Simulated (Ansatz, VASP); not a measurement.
**One calculation of AlGa3As4, two programs**

Contents of INCAR:

```
SYSTEM = AlGa3As4
PREC = Accurate
ENCUT = 520
EDIFF = 1E-6
ISMEAR = 0
SIGMA = 0.02
LREAL = Auto
LASPH = .TRUE.
NELM = 60
ALGO = Normal
ISIF = 2
LWAVE = .FALSE.
LCHARG = .FALSE.
GGA = PS
NBANDS = 76
```

The input KPOINTS:

```
Automatic mesh
0
G
  2 2 2
  0 0 0
```

File POSCAR:

```
AlGa3As4
1.0
   -5.6636482645      5.6636482645      0.0000000000
   -5.6631988562      0.0004494083      5.6616378691
   -0.0004494083      5.6631988562      5.6616378691
Al Ga As
2 6 8
Direct
    0.0003246791     -0.0003246791     -0.0003246791
    0.5003246791     -0.0003246791     -0.0003246791
   -0.0000028757      0.5003214466     -0.0003156953
   -0.0000028757     -0.0003156953      0.5003214466
    0.4999971243      0.5003214466     -0.0003156953
    0.4999971243     -0.0003156953      0.5003214466
   -0.0002193114      0.5002193114      0.5002193114
    0.4997806886      0.5002193114      0.5002193114
    0.8750006819      0.8751293933      0.3748692429
    0.3750006819      0.8751293933      0.3748692429
    0.8749701443      0.3750298557      0.3750298557
    0.8749288755      0.8750711245      0.8750711245
    0.3749701443      0.3750298557      0.3750298557
    0.3749288755      0.8750711245      0.8750711245
    0.8750006819      0.3748692429      0.8751293933
    0.3750006819      0.3748692429      0.8751293933
```

Input for Ansatz:

```yaml
crystal:
  lattice:
    - [-5.6636482645, 5.6636482645, 0.0]
    - [-5.6631988562, 0.0004494083, 5.6616378691]
    - [-0.0004494083, 5.6631988562, 5.6616378691]
  atoms:
    - { symbol: Al, position: [0.0003246791, -0.0003246791, -0.0003246791] }
    - { symbol: Al, position: [0.5003246791, -0.0003246791, -0.0003246791] }
    - { symbol: Ga, position: [-2.8757e-06, 0.5003214466, -0.0003156953] }
    - { symbol: Ga, position: [-2.8757e-06, -0.0003156953, 0.5003214466] }
    - { symbol: Ga, position: [0.4999971243, 0.5003214466, -0.0003156953] }
    - { symbol: Ga, position: [0.4999971243, -0.0003156953, 0.5003214466] }
    - { symbol: Ga, position: [-0.0002193114, 0.5002193114, 0.5002193114] }
    - { symbol: Ga, position: [0.4997806886, 0.5002193114, 0.5002193114] }
    - { symbol: As, position: [0.8750006819, 0.8751293933, 0.3748692429] }
    - { symbol: As, position: [0.3750006819, 0.8751293933, 0.3748692429] }
    - { symbol: As, position: [0.8749701443, 0.3750298557, 0.3750298557] }
    - { symbol: As, position: [0.8749288755, 0.8750711245, 0.8750711245] }
    - { symbol: As, position: [0.3749701443, 0.3750298557, 0.3750298557] }
    - { symbol: As, position: [0.3749288755, 0.8750711245, 0.8750711245] }
    - { symbol: As, position: [0.8750006819, 0.3748692429, 0.8751293933] }
    - { symbol: As, position: [0.3750006819, 0.3748692429, 0.8751293933] }
basis:
  ecutwfc: 420
kpoints:
  mp_grid: { grid: [2, 2, 2] }
  band_path: { path: [[0.0, 0.0, 0.0], [0.05, 0.0, 0.0]], npoints: 1 }
hamiltonian:
  xc: pbesol
scf:
  occupations: { method: gaussian, width: 0.02 }
  n_extra_bands: 11
output:
  forces: true
  stress: true
  eigenvalues: true
```

Alike in both runs: task single point; functional PBEsol; k mesh 2 × 2 × 2; occupations gaussian, width 0.02 eV; no spin polarisation.

```csv
,VASP,Ansatz
version,VASP 6.6.1,Ansatz 0.2.0
potentials or method,"VASP PAW PBE potentials, release 64 (Al, Ga_d, As), cutoff 520 eV","scalar-relativistic, plane waves, PAW"
valence electrons in the cell,124,204
```

|  | VASP | Ansatz | Ansatz less VASP |
| --- | --- | --- | --- |
| gap on the k mesh at the Fermi level (eV) | 0.64 | 0.63 | -0.011 |
| least direct gap on the mesh (eV) | 0.64 | 0.63 | -0.011 |
| pressure (GPa) | 0.5 | 0.3 | -0.21 |
| rms of the force components (eV/Å) | 0.010 | 0.010 | -0.0002 |

VASP's potentials were made for PBE, not for PBEsol. Atom by atom the forces differ by 0.002 eV/Å (rms over components). VASP's potentials hold 124 valence electrons a cell and Ansatz's 204, so a difference there can come from the potentials and not from the codes.

The k mesh is coarse, so the values compare programs but aren't converged.
